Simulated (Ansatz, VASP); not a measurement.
One calculation of CuO, two programs

```xyz
8
Lattice="3.4221 0.0000 0.0000 0.0000 6.8441 0.0000 0.0000 0.0000 4.2605" Properties=species:S:1:pos:R:3 pbc="T T T"
Cu    0.0000    1.7110    0.0000
Cu    1.7110    0.0000    2.1302
Cu    0.0000    5.1331    0.0000
Cu    1.7110    3.4221    2.1302
O     0.0000    0.0000    1.0651
O     0.0000    0.0000    3.1953
O     0.0000    3.4221    1.0651
O     0.0000    3.4221    3.1953
```

Alike in both runs: task single point; functional LDA; k mesh 6 × 3 × 5; occupations gaussian, width 0.05 eV; collinear spin.

|  | VASP | Ansatz |
| --- | --- | --- |
| version | VASP 6.6.1 | Ansatz 0.2.0 |
| potentials or method | VASP PAW LDA potentials, release 64 (Cu, O), cutoff 520 eV | scalar-relativistic, plane waves, PAW |
| valence electrons in the cell | 68 | 100 |

|  | VASP | Ansatz | Ansatz less VASP |
| --- | --- | --- | --- |
| gap on the k mesh at the Fermi level (eV) | none | none | - |
| pressure (GPa) | -13.7 | -14.1 | -0.32 |
| net moment per atom (μB) | 0.00 | 0.00 | 0.000 |

LDA's correlation is that of Perdew and Zunger in VASP and of Perdew and Wang (1992) in Ansatz. A gap of «none» marks a metal or a gap that the smearing closes. VASP's potentials hold 68 valence electrons a cell and Ansatz's 100, so a difference there can come from the potentials and not from the codes. Ansatz's warnings: seeded moment not kept.
